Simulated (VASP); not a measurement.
# Pb (Fd-3m) in VASP: notebook

Pb is run at these levels: LDA; tasks: electric field gradients.

Everything below comes from runs of VASP 6.6.1. Logs are shortened: lines on timing, memory, paths and dates and some standing lists are left out, and cuts for length are marked.

## Step 1: The cell of the first run

It takes space group Fd-3m (No. 227, cubic). Conventional cell: a = 6.785 Å, b = 6.785 Å, c = 6.785 Å, α = 90.00°, β = 90.00°, γ = 90.00°. Within 3.9 Å of Pb (site symmetry -43m) lie 4 Pb at 2.94 Å.

## Step 2: Electric field gradients, LDA (volume scaled by 0.96)

Contents of INCAR:

```
SYSTEM = Pb
ALGO = Normal
EDIFF = 1E-8
ENCUT = 520
GGA = CA
ISIF = 2
ISMEAR = -1
LASPH = .True.
LCHARG = .False.
LEFG = .True.
LREAL = .False.
LWAVE = .False.
NBANDS = 21
NELM = 100
PREC = Accurate
SIGMA = 0.05
```

Contents of KPOINTS:

```
k-points
0
Gamma
  8 8 8
  0 0 0
```

Contents of POSCAR:

```
Pb
1.0
    0.0000000000      3.3925213842      3.3925213842
    3.3925213842      0.0000000000      3.3925213842
    3.3925213842      3.3925213842      0.0000000000
Pb
2
Direct
    0.0000000000      0.0000000000      0.0000000000
    0.2500000000      0.2500000000      0.2500000000
```

Potentials or basis: VASP PAW LDA potentials, release 64 (Pb_d).

Run with:

```
> cat potpaw_LDA.64/Pb_d/POTCAR > POTCAR
> mpirun -np 1 vasp_std > vasp.out
```

OUTCAR:

```text
SYSTEM = Pb
   EDIFF = 1E-8
   ENCUT = 520
   GGA = CA
   ISIF = 2
   ISMEAR = -1
   LASPH = .True.
   LREAL = .False.
   NELM = 100
   PREC = Accurate

 ion  position               nearest neighbor table
   1  0.000  0.000  0.000-   2 2.94   2 2.94   2 2.94   2 2.94
   2  0.250  0.250  0.250-   1 2.94   1 2.94   1 2.94   1 2.94

  LATTYP: Found a face centered cubic cell.
 ALAT       =     6.7850427684

  Lattice vectors:

 A1 = (   0.0000000000,   3.3925213842,   3.3925213842)
 A2 = (   3.3925213842,   0.0000000000,   3.3925213842)
 A3 = (   3.3925213842,   3.3925213842,   0.0000000000)

Analysis of symmetry for initial positions (statically):
=====================================================================
 Subroutine PRICEL returns:
 Original cell was already a primitive cell.

 Routine SETGRP: Setting up the symmetry group for a
 face centered cubic supercell.

 Subroutine GETGRP returns: Found 48 space group operations
 (whereof 24 operations were pure point group operations)
 out of a pool of 48 trial point group operations.

The static configuration has the point symmetry T_d .
 The point group associated with its full space group is O_h .

Analysis of symmetry for dynamics (positions and initial velocities):
=====================================================================
 Subroutine PRICEL returns:
 Original cell was already a primitive cell.

 Routine SETGRP: Setting up the symmetry group for a
 face centered cubic supercell.

 Subroutine GETGRP returns: Found 48 space group operations
 (whereof 24 operations were pure point group operations)
 out of a pool of 48 trial point group operations.

The dynamic configuration has the point symmetry T_d .
 The point group associated with its full space group is O_h .

 Subroutine INISYM returns: Found 48 space group operations
 (whereof 24 operations are pure point group operations),
 and found     1 'primitive' translations

----------------------------------------------------------------------------------------

                                     Primitive cell

  volume of cell :      78.0904

  direct lattice vectors                    reciprocal lattice vectors
     0.000000000  3.392521384  3.392521384    -0.147383006  0.147383006  0.147383006
     3.392521384  0.000000000  3.392521384     0.147383006 -0.147383006  0.147383006
     3.392521384  3.392521384  0.000000000     0.147383006  0.147383006 -0.147383006

  length of vectors
     4.797749752  4.797749752  4.797749752     0.255274855  0.255274855  0.255274855

  position of ions in fractional coordinates (direct lattice)
     0.000000000  0.000000000  0.000000000
     0.250000000  0.250000000  0.250000000

  ion indices of the primitive-cell ions
   primitive index   ion index
                 1           1
                 2           2

----------------------------------------------------------------------------------------

 KPOINTS: k-points

Automatic generation of k-mesh.
 Grid dimensions read from file:
 generate k-points for:    8    8    8

 Generating k-lattice:

  Cartesian coordinates                     Fractional coordinates (reciprocal lattice)
    -0.018422876  0.018422876  0.018422876     0.125000000  0.000000000  0.000000000
     0.018422876 -0.018422876  0.018422876     0.000000000  0.125000000  0.000000000
     0.018422876  0.018422876 -0.018422876     0.000000000  0.000000000  0.125000000

  Length of vectors
     0.031909357  0.031909357  0.031909357

  Shift w.r.t. Gamma in fractional coordinates (k-lattice)
     0.000000000  0.000000000  0.000000000

 Subroutine IBZKPT returns following result:
 ===========================================

 Found     29 irreducible k-points:

 Following reciprocal coordinates:
            Coordinates               Weight
  0.000000  0.000000  0.000000      1.000000
  0.125000  0.000000  0.000000      8.000000
  0.250000  0.000000  0.000000      8.000000
  0.375000  0.000000  0.000000      8.000000
  0.500000  0.000000  0.000000      4.000000
  0.125000  0.125000  0.000000      6.000000
[... 16 lines left out ...]
  0.500000  0.250000  0.125000     48.000000
 -0.375000  0.250000  0.125000     24.000000
 [... further k-points ...]
   k-points           NKPTS =     29   k-points in BZ     NKDIM =     29   number of bands    NBANDS=     21
   number of dos      NEDOS =    301   number of ions     NIONS =      2
   total plane-waves  NPLWV =  46656
   dimension x,y,z NGX =    36 NGY =   36 NGZ =   36
   dimension x,y,z NGXF=    72 NGYF=   72 NGZF=   72
   ions per type =               2
   NGX,Y,Z   is equivalent  to a cutoff of  12.47, 12.47, 12.47 a.u.
   NGXF,Y,Z  is equivalent  to a cutoff of  24.95, 24.95, 24.95 a.u.
 SYSTEM =  Pb
   PREC   = accura    normal or accurate (medium, high low for compatibility)
   ISTART =      0    job   : 0-new  1-cont  2-samecut
   ICHARG =      2    charge: 1-file 2-atom 10-const
   ISPIN  =      1    spin polarized calculation?
   LNONCOLLINEAR =      F non collinear calculations
   LSORBIT =      F    spin-orbit coupling
   LASPH  =      T    aspherical Exc in radial PAW
   ENCUT  =  520.0 eV  38.22 Ry    6.18 a.u.   8.92  8.92  8.92*2*pi/ulx,y,z
   NELM   =    100;   NELMIN=  2; NELMDL= -5     # of ELM steps
   EDIFF  = 0.1E-07   stopping-criterion for ELM
   LREAL  =      F    real-space projection
   EDIFFG = 0.1E-06   stopping-criterion for IOM
   NSW    =      0    number of steps for IOM
   IBRION =     -1    ionic relax: 0-MD 1-quasi-New 2-CG
   NFREE  =      0    steps in history (QN), initial steepest desc. (CG)
   ISIF   =      2    stress and relaxation
   ISYM   =      2    0-nonsym 1-usesym 2-fastsym
   POTIM  = 0.5000    time-step for ionic-motion
   TEBEG  =    0.0;   TEEND  =   0.0 temperature during run
   PSTRESS=    0.0 pullay stress
   NELECT =      28.0000    total number of electrons
   NUPDOWN=      -1.0000    fix difference up-down
   EMIN   =  10.00;   EMAX   =-10.00  energy-range for DOS
   EFERMI =   0.00;   METHOD = LEGACY
   ISMEAR =    -1;   SIGMA  =   0.05  broadening in eV -4-tet -1-fermi 0-gaus
   EFERMI_NEDOS =   21; number of points for ismear=-14 and -15
   IALGO  =     38    algorithm
   IMIX   =      4    mixing-type and parameters
     AMIX     =   0.40;   BMIX     =  1.00
     AMIX_MAG =   1.60;   BMIX_MAG =  1.00
  volume/ion in A,a.u.               =      39.05       263.49
  Fermi-wavevector in a.u.,A,eV,Ry     =   1.163041  2.197828 18.404107  1.352664
  Thomas-Fermi vector in A             =   2.299595
   LORBIT       =      0    0 simple, 1 ext, 2 COOP (PROOUT), +10 PAW based schemes
   GGA     = CA    functional components
   LHFCALC =     F    Hartree Fock is set to
   AEXX    =    0.0000 exact exchange contribution
   IVDW    =     0    specifies the selected vdW correction
   LEPSILON=     F    determine dielectric tensor
   LRPA    =     F    only Hartree local field effects (RPA)
 non-spin polarized calculation
  energy-cutoff  :      520.00
  volume of cell :       78.09
 maximum number of plane-waves:      2129
   NGX = 17   NGY = 17   NGZ = 17

 number of electron      28.0000007 magnetization

 Free energy of the ion-electron system (eV)
  ---------------------------------------------------
  ext. energy  EPLUGINS =         0.00000000
  ---------------------------------------------------
  free energy    TOTEN  =        -7.89007348 eV

  energy without entropy =       -7.88604893  energy(sigma->0) =       -7.88806121

 E-fermi :   4.4850     XC(G=0):  -8.9380

 val. band max:        4.1481984271   @ k =   0.1250   0.1250   0.0000
 cond. band min:       4.4974113247   @ k =  -0.1250   0.1250   0.0000
 fundamental gap:      0.3492128976
 Fermi energy:         4.4849539848

 k-point     1 :       0.0000    0.0000    0.0000
  band No.  band energies     occupation
      1     -12.8122      2.00000
      2     -12.8122      2.00000
      3     -12.8122      2.00000
      4     -12.7251      2.00000
      5     -12.7251      2.00000
      6     -12.2463      2.00000
[... 13 lines left out ...]
     20      12.3977      0.00000
     21      12.3977      0.00000

 k-point     2 :       0.1250    0.0000    0.0000
  band No.  band energies     occupation
      1     -12.8292      2.00000
      2     -12.8292      2.00000
      3     -12.8084      2.00000
      4     -12.7005      2.00000
      5     -12.7005      2.00000
      6     -12.2728      2.00000
[... 13 lines left out ...]
     20      11.7845      0.00000
     21      11.7851      0.00000
[... 487 lines left out ...]
      5     -12.5550      2.00000
      6     -12.4534      2.00000
[... 13 lines left out ...]
     20      12.0037      0.00000
     21      12.9921      0.00000

 k-point    24 :      -0.3750    0.2500    0.1250
  band No.  band energies     occupation
      1     -12.9118      2.00000
      2     -12.8861      2.00000
      3     -12.7173      2.00000
      4     -12.5865      2.00000
      5     -12.5581      2.00000
      6     -12.4471      2.00000
[... 13 lines left out ...]
     20      12.4070      0.00000
     21      13.1902      0.00000

 [... further k-points ...]
[... 5 lines left out ...]
  --------------------------------------------------------------------------------------
  -------------------------------------------------------------------------------------
  Total        0.3239270      0.3239270      0.3239270      0.0000000     -0.0000000     -0.0000000
  in kB        6.6459943      6.6459943      6.6459943      0.0000000     -0.0000000     -0.0000000
  external PRESSURE =       6.6459943 kB  Pullay stress =       0.0000000 kB

 VOLUME and BASIS-vectors are now :
 -----------------------------------------------------------------------------
  energy-cutoff  :      520.00
  volume of cell :       78.09
      direct lattice vectors                 reciprocal lattice vectors
     0.000000000  3.392521384  3.392521384    -0.147383006  0.147383006  0.147383006
     3.392521384  0.000000000  3.392521384     0.147383006 -0.147383006  0.147383006
     3.392521384  3.392521384  0.000000000     0.147383006  0.147383006 -0.147383006

 POSITION                                       TOTAL-FORCE (eV/Angst)
 -----------------------------------------------------------------------------------
      0.00000      0.00000      0.00000        -0.000000     -0.000000     -0.000000
      1.69626      1.69626      1.69626         0.000000      0.000000      0.000000
 -----------------------------------------------------------------------------------
    total drift:                                0.000000      0.000000      0.000000

  FREE ENERGIE OF THE ION-ELECTRON SYSTEM (eV)
  ---------------------------------------------------
  free  energy   TOTEN  =        -7.8900734813 eV

  energy  without entropy=       -7.8860489320  energy(sigma->0) =       -7.88806121

 Electric field gradients (V/A^2)
---------------------------------------------------------------------
 ion       V_xx      V_yy      V_zz      V_xy      V_xz      V_yz
---------------------------------------------------------------------
   1      -0.000    -0.000    -0.000    -0.001    -0.001    -0.001
   2      -0.000    -0.000    -0.000    -0.001    -0.001    -0.001
---------------------------------------------------------------------

 Electric field gradients after diagonalization (V/A^2)
 (convention: |V_zz| > |V_xx| > |V_yy|)
----------------------------------------------------------------------
 ion       V_xx      V_yy      V_zz     asymmetry (V_yy - V_xx)/ V_zz
----------------------------------------------------------------------
   1       0.001     0.001    -0.002       0.000
   2       0.001     0.001    -0.002       0.000
----------------------------------------------------------------------

           NMR quadrupolar parameters

 Cq : quadrupolar parameter    Cq=e*Q*V_zz/h
 eta: asymmetry parameters     (V_yy - V_xx)/ V_zz
 Q  : nuclear electric quadrupole moment in mb (millibarn)
----------------------------------------------------------------------
 ion       Cq(MHz)       eta       Q (mb)
----------------------------------------------------------------------
   1      -0.000       0.000       1.000
   2      -0.000       0.000       1.000
----------------------------------------------------------------------
```

It took 21 s on 1 thread of Intel Xeon 6975P-C (Granite Rapids), shared host; peak memory 0.18 GiB.

Results:

```
Free energy            : -7.8901 eV
Pressure               : 0.7 GPa
Band gap on the k mesh : zero (band 14 reaches 4.85 eV, above the bottom of band 15 at 3.63 eV)
```

Levels at points of the mesh, in eV from the Fermi level:
| k point | band 11 | band 12 | band 13 | band 14 | band 15 | band 16 | band 17 | band 18 |
| --- | --- | --- | --- | --- | --- | --- | --- | --- |
| (0.00, 0.00, 0.00) | -11.46 | -3.78 | 0.37 | 0.37 | 0.37 | 2.37 | 2.37 | 2.37 |
| (0.50, 0.00, 0.00) | -10.02 | -7.24 | -1.03 | -0.85 | -0.85 | 3.52 | 3.52 | 5.30 |
| (0.50, 0.50, 0.00) | -8.66 | -8.66 | -2.15 | -2.15 | 0.76 | 0.76 | 7.34 | 7.34 |

Caveat: without QUAD_EFG the Cq values of the log hold for a quadrupole moment of 1 mb, not for the nuclei; spin-orbit coupling is left out, which moves the levels of the heavy elements.

## Step 3: Electric field gradients, LDA (volume scaled by 0.96)

Contents of INCAR:

```
SYSTEM = Pb
ALGO = Normal
EDIFF = 1E-8
ENCUT = 520
ISIF = 2
ISMEAR = -1
LASPH = .TRUE.
LCHARG = .FALSE.
LEFG = .TRUE.
LREAL = .FALSE.
LWAVE = .FALSE.
NBANDS = 21
NELM = 100
PREC = Accurate
SIGMA = 0.05
```

Contents of KPOINTS:

```
k-points
0
G
  8 8 8
  0 0 0
```

POSCAR is that of step 2.

Potentials or basis: VASP PAW LDA potentials, release 64 (Pb_d).

Run with:

```
> cat potpaw_LDA.64/Pb_d/POTCAR > POTCAR
> mpirun -np 1 vasp_std > vasp.out
```

OUTCAR:

```text
SYSTEM = Pb
   EDIFF = 1E-8
   ENCUT = 520
   ISIF = 2
   ISMEAR = -1
   LASPH = .TRUE.
   LREAL = .FALSE.
   NELM = 100
   PREC = Accurate

 ion  position               nearest neighbor table
   1  0.000  0.000  0.000-   2 2.94   2 2.94   2 2.94   2 2.94
   2  0.250  0.250  0.250-   1 2.94   1 2.94   1 2.94   1 2.94

  LATTYP: Found a face centered cubic cell.
 ALAT       =     6.7850427684

  Lattice vectors:

 A1 = (   0.0000000000,   3.3925213842,   3.3925213842)
 A2 = (   3.3925213842,   0.0000000000,   3.3925213842)
 A3 = (   3.3925213842,   3.3925213842,   0.0000000000)

Analysis of symmetry for initial positions (statically):
=====================================================================
 Subroutine PRICEL returns:
 Original cell was already a primitive cell.

 Routine SETGRP: Setting up the symmetry group for a
 face centered cubic supercell.

[... 765 lines left out ...]
  volume of cell :       78.09
      direct lattice vectors                 reciprocal lattice vectors
     0.000000000  3.392521384  3.392521384    -0.147383006  0.147383006  0.147383006
     3.392521384  0.000000000  3.392521384     0.147383006 -0.147383006  0.147383006
     3.392521384  3.392521384  0.000000000     0.147383006  0.147383006 -0.147383006

 POSITION                                       TOTAL-FORCE (eV/Angst)
 -----------------------------------------------------------------------------------
      0.00000      0.00000      0.00000        -0.000000     -0.000000     -0.000000
      1.69626      1.69626      1.69626         0.000000      0.000000      0.000000
 -----------------------------------------------------------------------------------
    total drift:                                0.000000      0.000000      0.000000

  FREE ENERGIE OF THE ION-ELECTRON SYSTEM (eV)
  ---------------------------------------------------
  free  energy   TOTEN  =        -7.8900734813 eV

  energy  without entropy=       -7.8860489320  energy(sigma->0) =       -7.88806121

 Electric field gradients (V/A^2)
---------------------------------------------------------------------
 ion       V_xx      V_yy      V_zz      V_xy      V_xz      V_yz
---------------------------------------------------------------------
   1      -0.000    -0.000    -0.000    -0.001    -0.001    -0.001
   2      -0.000    -0.000    -0.000    -0.001    -0.001    -0.001
---------------------------------------------------------------------

 Electric field gradients after diagonalization (V/A^2)
 (convention: |V_zz| > |V_xx| > |V_yy|)
----------------------------------------------------------------------
 ion       V_xx      V_yy      V_zz     asymmetry (V_yy - V_xx)/ V_zz
----------------------------------------------------------------------
   1       0.001     0.001    -0.002       0.000
   2       0.001     0.001    -0.002       0.000
----------------------------------------------------------------------

           NMR quadrupolar parameters

 Cq : quadrupolar parameter    Cq=e*Q*V_zz/h
 eta: asymmetry parameters     (V_yy - V_xx)/ V_zz
 Q  : nuclear electric quadrupole moment in mb (millibarn)
----------------------------------------------------------------------
 ion       Cq(MHz)       eta       Q (mb)
----------------------------------------------------------------------
   1      -0.000       0.000       1.000
   2      -0.000       0.000       1.000
----------------------------------------------------------------------
```

OSZICAR:

```text
N       E                     dE             d eps       ncg     rms          rms(c)
DAV:   1     0.294288989480E+03    0.29429E+03   -0.13689E+04  1218   0.147E+03
DAV:   2     0.139698600836E+02   -0.28032E+03   -0.27449E+03  1218   0.394E+02
DAV:   3    -0.716448327554E+01   -0.21134E+02   -0.20991E+02  1476   0.137E+02
DAV:   4    -0.792110491056E+01   -0.75662E+00   -0.75632E+00  1413   0.307E+01
DAV:   5    -0.796558316404E+01   -0.44478E-01   -0.44476E-01  1812   0.670E+00    0.164E+00
DAV:   6    -0.791412488235E+01    0.51458E-01   -0.44681E-02  1724   0.271E+00    0.898E-01
DAV:   7    -0.789013260506E+01    0.23992E-01   -0.34885E-02  1631   0.220E+00    0.150E-01
DAV:   8    -0.789002665285E+01    0.10595E-03   -0.40936E-03  1717   0.746E-01    0.384E-02
DAV:   9    -0.789007575135E+01   -0.49099E-04   -0.17663E-04  1527   0.176E-01    0.120E-02
DAV:  10    -0.789007331451E+01    0.24368E-05   -0.17557E-05  1730   0.626E-02    0.354E-03
DAV:  11    -0.789007351996E+01   -0.20546E-06   -0.18396E-06  1883   0.107E-02    0.138E-03
DAV:  12    -0.789007348062E+01    0.39349E-07   -0.17124E-07  1687   0.478E-03    0.199E-04
DAV:  13    -0.789007348130E+01   -0.68394E-09   -0.55084E-09   975   0.629E-04
   1 F= -.78900735E+01 E0= -.78880612E+01  d E =-.402455E-02
```

Wall time 21 s (1 thread of Intel Xeon 6975P-C (Granite Rapids), shared host); peak memory 0.18 GiB.

Results:

```
Free energy            : -7.8901 eV
Pressure               : 0.7 GPa
Band gap on the k mesh : zero (band 14 reaches 4.85 eV, above the bottom of band 15 at 3.63 eV)
```

Caveat: without QUAD_EFG the Cq values of the log hold for a quadrupole moment of 1 mb, not for the nuclei; spin-orbit coupling is left out, which moves the levels of the heavy elements.
